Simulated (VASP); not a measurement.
A run of VASP 6.6.1 is set up as follows.

The input INCAR:

```
SYSTEM = AlP7
PREC = Accurate
ENCUT = 600
EDIFF = 1E-6
ISMEAR = 0
SIGMA = 0.1
LREAL = .FALSE.
LASPH = .TRUE.
NELM = 80
ALGO = Normal
ISIF = 3
LWAVE = .FALSE.
LCHARG = .FALSE.
GGA = PE
IBRION = 2
NSW = 90
EDIFFG = -0.04
```

Contents of KPOINTS:

```
Automatic mesh
0
G
  4 4 4
  0 0 0
```

The input POSCAR:

```
AlP7
1.0
    5.8721018200      0.0000000000      0.0000000000
    0.0000000000      5.8721018200      0.0000000000
    0.0000000000      0.0000000000      5.8721018200
Al P
1 7
Direct
    0.0000000000      0.0000000000      0.0000000000
    0.2526152100      0.2526152100      0.2526152100
    0.0000000000      0.5000000000      0.5000000000
    0.5000000000      0.5000000000      0.0000000000
    0.5000000000      0.0000000000      0.5000000000
    0.7473847900      0.2526152100      0.7473847900
    0.7473847900      0.7473847900      0.2526152100
    0.2526152100      0.7473847900      0.7473847900
```

Potentials or basis: VASP PAW PBE potentials, release 64 (Al, P).

Launch:

```bash
$ cat potpaw_PBE.64/Al/POTCAR potpaw_PBE.64/P/POTCAR > POTCAR
$ mpirun -np 1 vasp_std > vasp.out
```

(1) Predict the relaxed volume.

(2) Predict the band gap on the k mesh.

Results:

(1) 20.08 Å³/atom.

(2) zero (band 19 reaches 6.99 eV, above the bottom of band 20 at 5.13 eV).

Caveat: the volume moved by over 15 % at a fixed basis, so the end points are rough.
